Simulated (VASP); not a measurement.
Input of a VASP 6.6.1 run:

Contents of INCAR:

```
  PREC = Accurate
  ENCUT = 520
  EDIFF = 1E-6
  ISMEAR = -1
  SIGMA = 0.05
  LREAL = F
  LASPH = T
  NELM = 100
  ALGO = Fast
  ISIF = 2
  LWAVE = F
  LCHARG = F
  GGA = CA
  NBANDS = 20
```

Contents of KPOINTS:

```
regular mesh
0
Gamma
  10 10 8
```

Contents of POSCAR:

```
Ga
1.0
    1.3737178411     -3.9994756958      0.0000000000
    1.3737178411      3.9994756958      0.0000000000
   -0.1166592328      0.0000000000      3.3075802485
Ga
2
Direct
    0.1310000000      0.8690000000      0.7500000000
    0.8690000000      0.1310000000      0.2500000000
```

Potentials or basis: VASP PAW LDA potentials, release 64 (Ga_d).

Command:

```bash
$ cat potpaw_LDA.64/Ga_d/POTCAR > POTCAR
$ mpirun -np 1 vasp_std > vasp.out
```

**Question.** Predict the pressure.

**Answer.** -3.0 GPa.

**Question.** Estimate the band gap on the k mesh.

**Answer.** Zero (band 13 reaches 9.60 eV, above the bottom of band 14 at 1.13 eV).

**Question.** What does it give for the largest force?

**Answer.** 0.192 eV/Å.

Forces on the atoms (eV/Å):
```
Ga   0.000 -0.192  0.000
Ga   0.000  0.192  0.000
```
